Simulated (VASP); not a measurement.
Wanted: the native input for a VASP 6.6.1 run.

```yaml
Task: single point
Functional: PBEsol
Potentials_or_basis: VASP PAW PBE potentials, release 64 (K_sv, Mg, F)
Cutoff: 520 eV
k_mesh: 7 × 7 × 7
Occupations: fermi-dirac, width 0.05 eV
Spin: no spin polarisation
Dipole_correction: no
Further_INCAR_settings: ALGO = Normal; EDIFF = 1e-06; NBANDS = 24
```

The structure of KMgF3 lies in POSCAR:

```
KMgF3
1.0
    3.9859000000      0.0000000000      0.0000000000
    0.0000000000      3.9859000000      0.0000000000
    0.0000000000      0.0000000000      3.9859000000
K Mg F
1 1 3
Direct
    0.5000000000      0.5000000000      0.5000000000
    0.0000000000      0.0000000000      0.0000000000
    0.0000000000      0.0000000000      0.5000000000
    0.0000000000      0.5000000000      0.0000000000
    0.5000000000      0.0000000000      0.0000000000
```

One way to write it, as run:

INCAR

```
SYSTEM = KMgF3
PREC     = Accurate       ! precision mode
ENCUT    = 520            ! plane-wave cutoff, eV
EDIFF    = 1E-6           ! SCF threshold, eV
ISMEAR   = -1             ! smearing method
SIGMA    = 0.05           ! smearing width, eV
LREAL    = .False.        ! projectors in reciprocal space
LASPH    = .True.         ! aspherical terms in the spheres
NELM     = 80             ! most SCF steps
ALGO     = Normal         ! electronic algorithm
ISIF     = 2              ! what is computed and relaxed
LWAVE    = .False.        ! write WAVECAR
LCHARG   = .False.        ! write CHGCAR
GGA      = PS             ! functional
NBANDS   = 24             ! bands
```

KPOINTS

```
regular mesh
0
Gamma
  7 7 7
  0 0 0
```

Potentials or basis: VASP PAW PBE potentials, release 64 (K_sv, Mg, F).

Launch:

```bash
$ cat potpaw_PBE.64/K_sv/POTCAR potpaw_PBE.64/Mg/POTCAR potpaw_PBE.64/F/POTCAR > POTCAR
$ mpirun -np 1 vasp_std > vasp.out
```

Results of the run:

| Quantity | Value |
| --- | --- |
| Pressure | -0.1 GPa |
| Band gap on the k mesh | 7.16 eV, indirect (least direct gap 7.45 eV) |

Caveat: the PAW data sets were made with another functional, which shifts forces and pressure a little.

It took 19 s on 1 thread of Intel(R) Xeon(R) Platinum 8488C (Sapphire Rapids), with other jobs on the host, peak memory 0.18 GiB.
